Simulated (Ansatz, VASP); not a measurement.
**One calculation of BN, two programs**

File INCAR:

```
SYSTEM = BN
  PREC = Accurate
  ENCUT = 520
  EDIFF = 1E-6
  ISMEAR = 0
  SIGMA = 0.01
  LREAL = .False.
  LASPH = .True.
  NELM = 100
  ALGO = Normal
  ISIF = 2
  LWAVE = .False.
  LCHARG = .False.
  GGA = PE
  NBANDS = 11
```

KPOINTS

```
regular mesh
0
Gamma
  10 10 10
  0 0 0
```

The input POSCAR:

```
BN
1.0
    0.0000000000      1.8478950949      1.8478950949
    1.8478950949      0.0000000000      1.8478950949
    1.8478950949      1.8478950949      0.0000000000
B N
1 1
Direct
    0.0000000000      0.0000000000      0.0000000000
    0.2500000000      0.2500000000      0.2500000000
```

Input for Ansatz:

```yaml
crystal:
  lattice:
    - [0.0, 1.8478950949, 1.8478950949]
    - [1.8478950949, 0.0, 1.8478950949]
    - [1.8478950949, 1.8478950949, 0.0]
  atoms:
    - { symbol: B, position: [0.0, 0.0, 0.0] }
    - { symbol: "N", position: [0.25, 0.25, 0.25] }
kpoints:
  mp_grid: { grid: [10, 10, 10] }
hamiltonian:
  xc: pbe
scf:
  occupations: { method: fixed }
  n_extra_bands: 4
output:
  forces: true
  stress: true
  eigenvalues: true
```

Alike in both runs: task single point; functional PBE; k mesh 10 × 10 × 10; no spin polarisation.

```csv
,VASP,Ansatz
version,VASP 6.6.1,Ansatz 0.2.0
potentials or method,"VASP PAW PBE potentials, release 64 (B, N)","plane waves, PAW"
plane-wave cutoff (eV),520,420
occupations,"gaussian, width 0.01 eV",fixed
valence electrons in the cell,8,8
```

Ansatz gave:

- gap on the k mesh at the Fermi level (eV): 4.40
- pressure (GPa): -19.4

Problem. What did VASP give for the same quantities?

Solution. gap on the k mesh at the Fermi level (eV): 4.39; pressure (GPa): -19.4.
